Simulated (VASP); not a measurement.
Write the native input for VASP 6.6.1 that does the following.

```yaml
Task: single point
Functional: PBE
Potentials_or_basis: VASP PAW PBE potentials, release 64 (Sn_d, As)
Cutoff: 520 eV
k_mesh: 3 × 3 × 3
Occupations: gaussian, width 0.2 eV
Spin: no spin polarisation
Dipole_correction: no
Further_INCAR_settings: ALGO = Fast; EDIFF = 1e-06; NBANDS = 52
```

The structure of Sn5As3 lies in POSCAR:

```
Sn5As3
1.0
    5.9267829675      0.0000000000      0.0000000000
    0.0000000000      5.9267829675      0.0000000000
    0.0000000000      0.0000000000      5.9267829675
Sn As
5 3
Direct
    0.0000000000      0.0000000000      0.0000000000
    0.5000000000      0.0000000000      0.0000000000
    0.5000000000      0.5000000000      0.5000000000
    0.0000000000      0.5000000000      0.0000000000
    0.0000000000      0.0000000000      0.5000000000
    0.5000000000      0.0000000000      0.5000000000
    0.5000000000      0.5000000000      0.0000000000
    0.0000000000      0.5000000000      0.5000000000
```

One way to write it, as run:

INCAR

```
SYSTEM = Sn5As3
PREC = Accurate ; ENCUT = 520
EDIFF = 1E-6 ; ISMEAR = 0
SIGMA = 0.2 ; LREAL = .FALSE.
LASPH = .TRUE. ; NELM = 80
ALGO = Fast ; ISIF = 2
LWAVE = .FALSE. ; LCHARG = .TRUE.
GGA = PE ; LELF = .TRUE.
LVHAR = .TRUE. ; NBANDS = 52
```

KPOINTS

```
Automatic mesh
0
G
  3 3 3
  0 0 0
```

Potentials or basis: VASP PAW PBE potentials, release 64 (Sn_d, As).

Run with:

```console
$ cat potpaw_PBE.64/Sn_d/POTCAR potpaw_PBE.64/As/POTCAR > POTCAR
$ mpirun -np 1 vasp_std > vasp.out
```

Results of the run:

The pressure is -0.1 GPa. The band gap on the k mesh is zero (an odd number of electrons rules out a gap without spin polarisation).

Caveat: spin-orbit coupling is left out, which moves the levels of the heavy elements.

It took 41 s on 1 thread of Intel(R) Xeon(R) 6975P-C (Granite Rapids), with other jobs on the host, peak memory 0.32 GiB.
